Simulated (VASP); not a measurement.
Write the native input for VASP 6.6.1 that does the following.

| Quantity | Value |
| --- | --- |
| Task | relaxation of cell and atoms |
| Functional | LDA |
| Potentials or basis | VASP PAW LDA potentials, release 64 (Rh_pv) |
| Cutoff | 600 eV |
| k mesh | 10 × 10 × 10 |
| Occupations | gaussian, width 0.1 eV |
| Spin | no spin polarisation |
| Target pressure | 5 GPa |
| Dipole correction | no |
| Further INCAR settings | ALGO = Normal; EDIFF = 1e-06; IBRION = 2; EDIFFG = -0.03; NSW = 60; ISIF = 3 |

The structure of Rh lies in POSCAR:

```
Rh
1.0
    2.4700000000      0.0000000000      0.0000000000
    0.0000000000      2.4700000000      0.0000000000
    0.0000000000      0.0000000000      2.4700000000
Rh
1
Direct
    0.0000000000      0.0000000000      0.0000000000
```

One way to write it, as run:

INCAR

```
PREC     = Accurate       # precision mode
ENCUT    = 600            # plane-wave cutoff, eV
EDIFF    = 1E-6           # SCF threshold, eV
ISMEAR   = 0              # smearing method
SIGMA    = 0.1            # smearing width, eV
LREAL    = F              # projectors in reciprocal space
LASPH    = T              # aspherical terms in the spheres
NELM     = 100            # most SCF steps
ALGO     = Normal         # electronic algorithm
ISIF     = 3              # what is computed and relaxed
LWAVE    = F              # write WAVECAR
LCHARG   = F              # write CHGCAR
IBRION   = 2              # ionic algorithm
NSW      = 60             # ionic steps
EDIFFG   = -0.03          # ionic threshold
PSTRESS  = 50.0
```

KPOINTS

```
regular mesh
0
Gamma
  10 10 10
```

Potentials or basis: VASP PAW LDA potentials, release 64 (Rh_pv).

Command:

```bash
$ cat potpaw_LDA.64/Rh_pv/POTCAR > POTCAR
$ mpirun -np 1 vasp_std > vasp.out
```

It gave:

* Relaxed volume: 15.00 Å³/atom
* Relaxed cell: a = 2.466 Å, b = 2.466 Å, c = 2.466 Å, α = 90.00°, β = 90.00°, γ = 90.00°
* Space group after relaxing (to 0.05 Å): Pm-3m (No. 221)
* Energy change on relaxing (the enthalpy is what falls): +1.9 meV/atom
* Ionic steps: 3
* Pressure after relaxing: 4.9 GPa

Caveat: the cell is relaxed towards a set pressure, so the enthalpy falls and the energy may rise.

Run time: 11 s on 1 thread of Intel(R) Xeon(R) Platinum 8259CL CPU @ 2.50GHz (Skylake/Cascade Lake), with other jobs on the host, peak memory 0.13 GiB.
